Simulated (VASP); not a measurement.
Write the native input for VASP 6.6.1 that does the following.

| Property | Result |
| --- | --- |
| Task | single point |
| Functional | PBE |
| Potentials or basis | VASP PAW PBE potentials, release 64 (Pt, S) |
| Cutoff | 520 eV |
| k mesh | 9 × 9 × 4 |
| Occupations | gaussian, width 0.05 eV |
| Spin | no spin polarisation |
| Dipole correction | no |
| Further INCAR settings | ALGO = Normal; EDIFF = 1e-06; NBANDS = 18 |

The structure of PtS2 lies in POSCAR:

```
PtS2
1.0
    3.7018000000      0.0000000000      0.0000000000
   -1.8509000000      3.2058528397      0.0000000000
    0.0000000000      0.0000000000      6.4966356506
Pt S
1 2
Direct
    0.0000000000      0.0000000000      0.0000000000
    0.3333333333      0.6666666667      0.1785248531
    0.6666666667      0.3333333333      0.8214751469
```

These files were run (other wordings do the same):

INCAR

```
SYSTEM = PtS2
ALGO = Normal
EDIFF = 1E-6
ENCUT = 520
GGA = PE
ISIF = 2
ISMEAR = 0
LASPH = .True.
LCHARG = .False.
LREAL = .False.
LWAVE = .False.
NBANDS = 18
NELM = 100
PREC = Accurate
SIGMA = 0.05
```

KPOINTS

```
k-points
0
Gamma
  9 9 4
  0 0 0
```

Potentials or basis: VASP PAW PBE potentials, release 64 (Pt, S).

Launch:

```sh
$ cat potpaw_PBE.64/Pt/POTCAR potpaw_PBE.64/S/POTCAR > POTCAR
$ mpirun -np 1 vasp_std > vasp.out
```

Results of the run:

* Pressure: -3.9 GPa
* Largest force: 0.030 eV/Å
* Band gap on the k mesh: 1.35 eV (least direct gap 1.40 eV)

Caveat: the cell stands under tension; spin-orbit coupling is left out, which moves the levels of the heavy elements; an odd mesh through Γ misses points on the zone boundary, where band edges can lie; this functional lacks dispersion, which binds the layers, so the pressure and a relaxed spacing across them are unreliable.

Wall time 56 s on 1 thread of Intel Xeon 8259CL (shared host), peak memory 0.21 GiB.
